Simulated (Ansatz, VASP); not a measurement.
**Two plane-wave programs on MgO**

```
Mg O
1.0
     0.00000    2.08035    2.08035
     2.08035    0.00000    2.08035
     2.08035    2.08035    0.00000
Mg O
1 1
Direct
  0.00000 0.00000 0.00000
  0.50000 0.50000 0.50000
```

Alike in both runs: functional LDA; k mesh 10 × 10 × 10; occupations gaussian, width 0.02 eV; no spin polarisation.

Ansatz relaxed the structure, and its values are those at the end. VASP's run is a single point on that final structure, the one shown.

```csv
,VASP,Ansatz
version,VASP 6.6.1,Ansatz 0.2.0
potentials or method,"VASP PAW LDA potentials, release 64 (Mg, O), cutoff 520 eV","scalar-relativistic, plane waves, PAW"
valence electrons in the cell,8,16
```

```csv
,VASP,Ansatz,Ansatz less VASP
gap on the k mesh at the Fermi level (eV),5.02,5.03,+0.005
least direct gap on the mesh (eV),5.02,5.03,+0.005
pressure (GPa),-1.9,0.0,+1.86
```

Ansatz warns that its potentials were made for another functional, while VASP's fit it. LDA's correlation is that of Perdew and Zunger in VASP and of Perdew and Wang (1992) in Ansatz. VASP's potentials hold 8 valence electrons a cell and Ansatz's 16, so a difference there can come from the potentials and not from the codes.
